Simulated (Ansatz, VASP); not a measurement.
GaP: VASP beside Ansatz

```xyz
2
Lattice="0.0000 2.4200 2.4200 2.4200 0.0000 2.4200 2.4200 2.4200 0.0000" Properties=species:S:1:pos:R:3 pbc="T T T"
Ga    0.0000    0.0000    0.0000
P     2.4200    2.4200    2.4200
```

Change from the starting cell: volume scaled by 0.88, crystal datasets.

Alike in both runs: task single point; functional LDA; k mesh 14 × 14 × 14; occupations fermi-dirac, width 0.1 eV; no spin polarisation.

|  | VASP | Ansatz |
| --- | --- | --- |
| version | VASP 6.6.1 | Ansatz 0.2.0 |
| potentials or method | VASP PAW LDA potentials, release 64 (Ga_d, P), cutoff 500 eV | all-electron PAW with datasets made for the crystal, scalar-relativistic |

|  | VASP | Ansatz | Ansatz less VASP |
| --- | --- | --- | --- |
| pressure (GPa) | 18.0 | 17.9 | -0.15 |

LDA's correlation is that of Perdew and Zunger in VASP and of Perdew and Wang (1992) in Ansatz. Ansatz ran all-electron here, and VASP with PAW potentials.
